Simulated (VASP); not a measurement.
# SnSe in VASP: a series of runs

The runs below take SnSe through single point, with LDA.

Everything below comes from runs of VASP 6.6.1. Logs are shortened: lines on timing, memory, paths and dates and some standing lists are left out, and cuts for length are marked.

### 1 The cell of the first run

The cell holds a slab with vacuum, 4 atoms: a = 4.285 Å, b = 4.285 Å, c = 10.991 Å, α = 90.00°, β = 90.00°, γ = 90.00°.

### 2 Single point, LDA

INCAR reads:

```
PREC = Accurate
ENCUT = 520
EDIFF = 1E-6
ISMEAR = 0
SIGMA = 0.05
LREAL = False
LASPH = True
NELM = 100
ALGO = Normal
ISIF = 2
LWAVE = False
LCHARG = True
LELF = True
LVHAR = True
NBANDS = 28
```

KPOINTS reads:

```
regular mesh
0
Gamma
  6 6 4
```

POSCAR reads:

```
SnSe
1.0
    4.2853274191      0.0000000000      0.0000000000
    0.0000000000      4.2853274191      0.0000000000
    0.0000000000      0.0000000000     10.9906921300
Sn Se
2 2
Direct
    0.5000000000      0.0000000000      0.3722291100
    0.0000000000      0.5000000000      0.6277708900
    0.5000000000      0.0000000000      0.6251380981
    0.0000000000      0.5000000000      0.3930591181
```

Potentials or basis: VASP PAW LDA potentials, release 64 (Sn_d, Se).

Launch:

```
$ cat potpaw_LDA.64/Sn_d/POTCAR potpaw_LDA.64/Se/POTCAR > POTCAR
$ mpirun -np 1 vasp_std > vasp.out
```

OUTCAR:

```text
PREC = Accurate
   ENCUT = 520
   EDIFF = 1E-6
   ISMEAR = 0
   LREAL = False
   LASPH = True
   NELM = 100
   ISIF = 2

 ion  position               nearest neighbor table
   1  0.500  0.000  0.372-   3 2.78   4 3.04   4 3.04   4 3.04   4 3.04
   2  0.000  0.500  0.628-   4 2.58   3 3.03   3 3.03   3 3.03   3 3.03
   3  0.500  0.000  0.625-   1 2.78   2 3.03   2 3.03   2 3.03   2 3.03
   4  0.000  0.500  0.393-   2 2.58   1 3.04   1 3.04   1 3.04   1 3.04

  LATTYP: Found a simple tetragonal cell.
 ALAT       =     4.2853274191
 C/A-ratio  =     2.5647263453

  Lattice vectors:

 A1 = (   4.2853274191,   0.0000000000,   0.0000000000)
 A2 = (   0.0000000000,   4.2853274191,   0.0000000000)
 A3 = (   0.0000000000,   0.0000000000,  10.9906921300)

Analysis of symmetry for initial positions (statically):
=====================================================================
 Subroutine PRICEL returns:
 Original cell was already a primitive cell.

 Routine SETGRP: Setting up the symmetry group for a
 simple tetragonal supercell.

 Subroutine GETGRP returns: Found  8 space group operations
 (whereof  4 operations were pure point group operations)
 out of a pool of 16 trial point group operations.

The static configuration has the point symmetry C_2v.
 The point group associated with its full space group is C_4v.

Analysis of symmetry for dynamics (positions and initial velocities):
=====================================================================
 Subroutine PRICEL returns:
 Original cell was already a primitive cell.

 Routine SETGRP: Setting up the symmetry group for a
 simple tetragonal supercell.

 Subroutine GETGRP returns: Found  8 space group operations
 (whereof  4 operations were pure point group operations)
 out of a pool of 16 trial point group operations.

The dynamic configuration has the point symmetry C_2v.
 The point group associated with its full space group is C_4v.

 Subroutine INISYM returns: Found  8 space group operations
 (whereof  4 operations are pure point group operations),
 and found     1 'primitive' translations

----------------------------------------------------------------------------------------

                                     Primitive cell

  volume of cell :     201.8334

  direct lattice vectors                    reciprocal lattice vectors
     4.285327419  0.000000000  0.000000000     0.233354398  0.000000000  0.000000000
     0.000000000  4.285327419  0.000000000     0.000000000  0.233354398  0.000000000
     0.000000000  0.000000000 10.990692130     0.000000000  0.000000000  0.090986081

  length of vectors
     4.285327419  4.285327419 10.990692130     0.233354398  0.233354398  0.090986081

  position of ions in fractional coordinates (direct lattice)
     0.500000000  0.000000000  0.372229110
     0.000000000  0.500000000  0.627770890
     0.500000000  0.000000000  0.625138098
     0.000000000  0.500000000  0.393059118

  ion indices of the primitive-cell ions
   primitive index   ion index
                 1           1
                 2           2
                 3           3
                 4           4

----------------------------------------------------------------------------------------

 KPOINTS: regular mesh

Automatic generation of k-mesh.
 Grid dimensions read from file:
 generate k-points for:    6    6    4

 Generating k-lattice:

  Cartesian coordinates                     Fractional coordinates (reciprocal lattice)
     0.038892400  0.000000000  0.000000000     0.166666667  0.000000000  0.000000000
     0.000000000  0.038892400  0.000000000     0.000000000  0.166666667  0.000000000
     0.000000000  0.000000000  0.022746520     0.000000000  0.000000000  0.250000000

  Length of vectors
     0.038892400  0.038892400  0.022746520

  Shift w.r.t. Gamma in fractional coordinates (k-lattice)
     0.000000000  0.000000000  0.000000000

 Subroutine IBZKPT returns following result:
 ===========================================

 Found     30 irreducible k-points:

 Following reciprocal coordinates:
            Coordinates               Weight
  0.000000  0.000000  0.000000      1.000000
  0.166667  0.000000  0.000000      4.000000
  0.333333  0.000000  0.000000      4.000000
  0.500000  0.000000  0.000000      2.000000
  0.166667  0.166667  0.000000      4.000000
  0.333333  0.166667  0.000000      8.000000
[... 16 lines left out ...]
  0.333333  0.000000  0.500000      4.000000
  0.500000  0.000000  0.500000      2.000000
 [... further k-points ...]
   k-points           NKPTS =     30   k-points in BZ     NKDIM =     30   number of bands    NBANDS=     28
   number of dos      NEDOS =    301   number of ions     NIONS =      4
   total plane-waves  NPLWV =  86016
   dimension x,y,z NGX =    32 NGY =   32 NGZ =   84
   dimension x,y,z NGXF=    64 NGYF=   64 NGZF=  168
   ions per type =               2   2
   NGX,Y,Z   is equivalent  to a cutoff of  12.41, 12.41, 12.71 a.u.
   NGXF,Y,Z  is equivalent  to a cutoff of  24.83, 24.83, 25.41 a.u.
 SYSTEM =  unknown system
   PREC   = accura    normal or accurate (medium, high low for compatibility)
   ISTART =      0    job   : 0-new  1-cont  2-samecut
   ICHARG =      2    charge: 1-file 2-atom 10-const
   ISPIN  =      1    spin polarized calculation?
   LNONCOLLINEAR =      F non collinear calculations
   LSORBIT =      F    spin-orbit coupling
   LASPH  =      T    aspherical Exc in radial PAW
   ENCUT  =  520.0 eV  38.22 Ry    6.18 a.u.   7.97  7.97 20.44*2*pi/ulx,y,z
   NELM   =    100;   NELMIN=  2; NELMDL= -5     # of ELM steps
   EDIFF  = 0.1E-05   stopping-criterion for ELM
   LREAL  =      F    real-space projection
   EDIFFG = 0.1E-04   stopping-criterion for IOM
   NSW    =      0    number of steps for IOM
   IBRION =     -1    ionic relax: 0-MD 1-quasi-New 2-CG
   NFREE  =      0    steps in history (QN), initial steepest desc. (CG)
   ISIF   =      2    stress and relaxation
   ISYM   =      2    0-nonsym 1-usesym 2-fastsym
   POTIM  = 0.5000    time-step for ionic-motion
   TEBEG  =    0.0;   TEEND  =   0.0 temperature during run
   PSTRESS=    0.0 pullay stress
   NELECT =      40.0000    total number of electrons
   NUPDOWN=      -1.0000    fix difference up-down
   EMIN   =  10.00;   EMAX   =-10.00  energy-range for DOS
   EFERMI =   0.00;   METHOD = LEGACY
   ISMEAR =     0;   SIGMA  =   0.05  broadening in eV -4-tet -1-fermi 0-gaus
   EFERMI_NEDOS =   21; number of points for ismear=-14 and -15
   IALGO  =     38    algorithm
   IMIX   =      4    mixing-type and parameters
     AMIX     =   0.40;   BMIX     =  1.00
     AMIX_MAG =   1.60;   BMIX_MAG =  1.00
  volume/ion in A,a.u.               =      50.46       340.51
  Fermi-wavevector in a.u.,A,eV,Ry     =   0.954473  1.803693 12.395171  0.911019
  Thomas-Fermi vector in A             =   2.083223
   LORBIT       =      0    0 simple, 1 ext, 2 COOP (PROOUT), +10 PAW based schemes
   GGA     = CA    functional components
   LHFCALC =     F    Hartree Fock is set to
   AEXX    =    0.0000 exact exchange contribution
   IVDW    =     0    specifies the selected vdW correction
   LEPSILON=     F    determine dielectric tensor
   LRPA    =     F    only Hartree local field effects (RPA)
 non-spin polarized calculation
 Gauss-broadening in eV      SIGMA  =   0.05
  energy-cutoff  :      520.00
  volume of cell :      201.83
 maximum number of plane-waves:      5480
 NGX is ok and might be reduce to    32
   NGX = 15   NGY = 15   NGZ = 41

 number of electron      40.0000019 magnetization

 Free energy of the ion-electron system (eV)
  ---------------------------------------------------
  ext. energy  EPLUGINS =         0.00000000
  ---------------------------------------------------
  free energy    TOTEN  =       -18.36512738 eV

  energy without entropy =      -18.36512738  energy(sigma->0) =      -18.36512738

 E-fermi :   0.7063     XC(G=0):  -6.2367

 val. band max:        0.4742752538   @ k =   0.5000   0.0000   0.0000
 cond. band min:       1.8289246595   @ k =   0.3333   0.0000   0.5000
 fundamental gap:      1.3546494057
 Fermi energy:         0.7062678723

 k-point     1 :       0.0000    0.0000    0.0000
  band No.  band energies     occupation
      1     -20.7268      2.00000
      2     -20.7204      2.00000
      3     -20.6935      2.00000
      4     -20.6780      2.00000
      5     -20.6780      2.00000
      6     -20.3990      2.00000
[... 20 lines left out ...]
     27       6.1209      0.00000
     28       6.1357      0.00000

 k-point     2 :       0.1667    0.0000    0.0000
  band No.  band energies     occupation
      1     -20.7245      2.00000
      2     -20.7221      2.00000
      3     -20.6916      2.00000
      4     -20.6790      2.00000
      5     -20.6779      2.00000
      6     -20.3978      2.00000
[... 20 lines left out ...]
     27       5.6783      0.00000
     28       5.8049      0.00000

 k-point     3 :       0.3333    0.0000    0.0000
  band No.  band energies     occupation
      1     -20.7256      2.00000
      2     -20.7204      2.00000
      3     -20.6873      2.00000
      4     -20.6808      2.00000
      5     -20.6778      2.00000
      6     -20.3963      2.00000
[... 20 lines left out ...]
     27       5.4335      0.00000
     28       6.9167      0.00000

 k-point     4 :       0.5000    0.0000    0.0000
  band No.  band energies     occupation
      1     -20.7274      2.00000
      2     -20.7185      2.00000
      3     -20.6849      2.00000
      4     -20.6818      2.00000
      5     -20.6777      2.00000
      6     -20.3957      2.00000
[... 578 lines left out ...]
     27       5.6083      0.00000
     28       5.7524      0.00000

 k-point    23 :       0.3333    0.0000    0.5000
  band No.  band energies     occupation
      1     -20.7256      2.00000
      2     -20.7204      2.00000
      3     -20.6873      2.00000
      4     -20.6808      2.00000
      5     -20.6778      2.00000
      6     -20.3963      2.00000
[... 20 lines left out ...]
     27       6.0964      0.00000
     28       6.6579      0.00000

 k-point    24 :       0.5000    0.0000    0.5000
  band No.  band energies     occupation
      1     -20.7274      2.00000
      2     -20.7185      2.00000
      3     -20.6849      2.00000
      4     -20.6818      2.00000
      5     -20.6777      2.00000
      6     -20.3957      2.00000
[... 20 lines left out ...]
     27       6.6362      0.00000
     28       6.8559      0.00000

 [... further k-points ...]

------------------------ aborting loop because EDIFF is reached ----------------------------------------

  FORCE on cell =-STRESS in cart. coord.  units (eV):
  Direction    XX          YY          ZZ          XY          YZ          ZX
  --------------------------------------------------------------------------------------
  -------------------------------------------------------------------------------------
  Total       -2.2504198     -2.2504198     -0.2387789      0.0000000      0.0000000      0.0000000
  in kB      -17.8640966    -17.8640966     -1.8954548      0.0000000      0.0000000      0.0000000
  external PRESSURE =     -12.5412160 kB  Pullay stress =       0.0000000 kB

 VOLUME and BASIS-vectors are now :
 -----------------------------------------------------------------------------
  energy-cutoff  :      520.00
  volume of cell :      201.83
      direct lattice vectors                 reciprocal lattice vectors
     4.285327419  0.000000000  0.000000000     0.233354398  0.000000000  0.000000000
     0.000000000  4.285327419  0.000000000     0.000000000  0.233354398  0.000000000
     0.000000000  0.000000000 10.990692130     0.000000000  0.000000000  0.090986081

 POSITION                                       TOTAL-FORCE (eV/Angst)
 -----------------------------------------------------------------------------------
      2.14266      0.00000      4.09106         0.000000      0.000000      0.778385
      0.00000      2.14266      6.89964         0.000000      0.000000      0.568019
      2.14266      0.00000      6.87070         0.000000      0.000000     -0.585624
      0.00000      2.14266      4.31999         0.000000      0.000000     -0.760780
 -----------------------------------------------------------------------------------
    total drift:                                0.000000      0.000000     -0.000370

  FREE ENERGIE OF THE ION-ELECTRON SYSTEM (eV)
  ---------------------------------------------------
  free  energy   TOTEN  =       -18.3651273765 eV

  energy  without entropy=      -18.3651273765  energy(sigma->0) =      -18.36512738
```

It took 3.2 min on 1 thread of Intel Xeon 8259CL, shared host; peak memory 0.32 GiB.

Results:

```
Free energy            : -18.3651 eV
Largest force          : 0.778 eV/Å
Band gap on the k mesh : 1.35 eV (least direct gap 1.36 eV)
```

Forces in eV/Å, atoms in the order of the input:
```
Sn   0.000  0.000  0.778
Sn   0.000  0.000  0.568
Se   0.000  0.000 -0.586
Se   0.000  0.000 -0.761
```

Caveat: the cell differs from its parent crystal (all Se atoms moved -0.100 Å, as atom 3 towards its neighbour atom 1 (Sn) at 2.680 Å); spin-orbit coupling is left out, which moves the levels of the heavy elements.

(Part 1 of 2 ends here.)
